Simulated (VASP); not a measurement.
A run of VASP 6.6.1 is set up as follows.

The input POSCAR:

```
Ru
1.0
    2.7078263433      0.0000000000      0.0000000000
   -1.3539131716      2.3450464023      0.0000000000
    0.0000000000      0.0000000000      4.2681017800
Ru
2
Direct
    0.3333333300      0.6666666700      0.2500000000
    0.6666666700      0.3333333300      0.7500000000
```

The input INCAR.step1:

```
PREC = Accurate
ENCUT = 520
ISMEAR = 0
SIGMA = 0.1
LREAL = False
LASPH = True
NELM = 100
NBANDS = 21
GGA = PE
ALGO = Normal
EDIFF = 1E-4
LWAVE = True
LCHARG = False
```

Contents of INCAR.step2:

```
PREC = Accurate
ENCUT = 520
EDIFF = 1E-7
ISMEAR = 0
SIGMA = 0.1
LREAL = False
LASPH = True
NELM = 100
ALGO = Normal
ISIF = 2
LWAVE = False
LCHARG = False
METAGGA = R2SCAN
LMIXTAU = True
NBANDS = 21
ISTART = 1
```

Contents of KPOINTS:

```
Automatic mesh
0
Gamma
  6 6 4
```

Potentials or basis: VASP PAW PBE potentials, release 64 (Ru_pv).

Command:

```sh
$ cat potpaw_PBE.64/Ru_pv/POTCAR > POTCAR
$ cp INCAR.step1 INCAR
$ mpirun -np 1 vasp_std > vasp.out
$ cp INCAR.step2 INCAR
$ mpirun -np 1 vasp_std > vasp.out
```

Problem. Predict the pressure.

Solution. 0.9 GPa.

Problem. Estimate the band gap on the k mesh.

Solution. Zero (bands 14 and 15 overlap by 2.97 eV).

Stress tensor (GPa, compression positive):
```
 2.50  0.00  0.00
 0.00  2.50  0.00
 0.00  0.00 -2.32
```

Caveat: the k points lie up to 0.45 Å⁻¹ apart, too coarse for converged energies and pressures of a metal; the PAW data sets were made with another functional, which shifts forces and pressure a little.
